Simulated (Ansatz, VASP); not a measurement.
Tl: VASP beside Ansatz

INCAR

```
PREC     = Accurate       # precision mode
ENCUT    = 500            # plane-wave cutoff, eV
EDIFF    = 1E-6           # SCF threshold, eV
ISMEAR   = 1              # smearing method
SIGMA    = 0.15           # smearing width, eV
LREAL    = F              # projectors in reciprocal space
LASPH    = T              # aspherical terms in the spheres
NELM     = 200            # most SCF steps
ALGO     = Normal         # electronic algorithm
ISIF     = 2              # what is computed and relaxed
LWAVE    = F              # write WAVECAR
LCHARG   = T              # write CHGCAR
ISPIN    = 2              # spin polarisation
MAGMOM   = 0.05 0.16      # initial moments
LORBIT   = 11             # projections on sites
GGA      = LIBXC          # functional
LIBXC1   = GGA_X_B88    
LIBXC2   = GGA_C_PBE    
LELF     = T              # ELF
LVHAR    = T            
NBANDS   = 24             # bands
GGA_COMPAT= F
```

The input KPOINTS:

```
regular mesh
0
Gamma
  9 9 5
```

Contents of POSCAR:

```
Tl
1.0
    3.3854495917      0.0000000000      0.0000000000
   -1.6927247959      2.9318853497      0.0000000000
    0.0000000000      0.0000000000      5.4122132507
Tl
2
Direct
    0.6666666667      0.3333333333      0.7500000000
    0.3333333333      0.6666666667      0.2500000000
```

input.yaml

```yaml
crystal:
  lattice:
    - [3.3854495917, 0.0, 0.0]
    - [-1.6927247959, 2.9318853497, 0.0]
    - [0.0, 0.0, 5.4122132507]
  atoms:
    - { symbol: Tl, position: [0.6666666667, 0.3333333333, 0.75], spin: 0.05 }
    - { symbol: Tl, position: [0.3333333333, 0.6666666667, 0.25], spin: 0.16 }
hamiltonian:
  xc: { exchange: b88, correlation: pbe }
  pseudopotentials: { kind: paw }
magnetization:
  spin_polarized: true
kpoints:
  mp_grid: { grid: [9, 9, 5] }
scf:
  occupations: { method: cold, width: 0.15 }
output:
  forces: true
  stress: true
  eigenvalues: true
  write_density: true
  write_potential: true
  elf: true
  volumetric_format: npy
```

Alike in both runs: task single point; functional b88 exchange, pbe correlation; k mesh 9 × 9 × 5; collinear spin.

```csv
,VASP,Ansatz
version,VASP 6.6.1,Ansatz 0.2.0
potentials or method,"VASP PAW PBE potentials, release 64 (Tl_d)",Ansatz PAW
plane-wave cutoff (eV),500,420
occupations,"methfessel-paxton of order 1, width 0.15 eV","cold, width 0.15 eV"
valence electrons in the cell,26,26
```

VASP gave:

```
gap on the k mesh at the Fermi level (eV)                     : none
pressure (GPa)                                                : 6.3
traceless stress, the component that is largest in VASP (GPa) : 1.18
net moment per atom (μB)                                      : 0.00
```

Question: Estimate Ansatz's values.

Answer: gap on the k mesh at the Fermi level (eV): none; pressure (GPa): 6.3; traceless stress, the component that is largest in VASP (GPa): 1.37; net moment per atom (μB): 0.00.

VASP's potentials were made for PBE, not for b88 exchange, pbe correlation. A gap of «none» marks a metal or a gap that the smearing closes.

Spin-orbit coupling is off throughout.
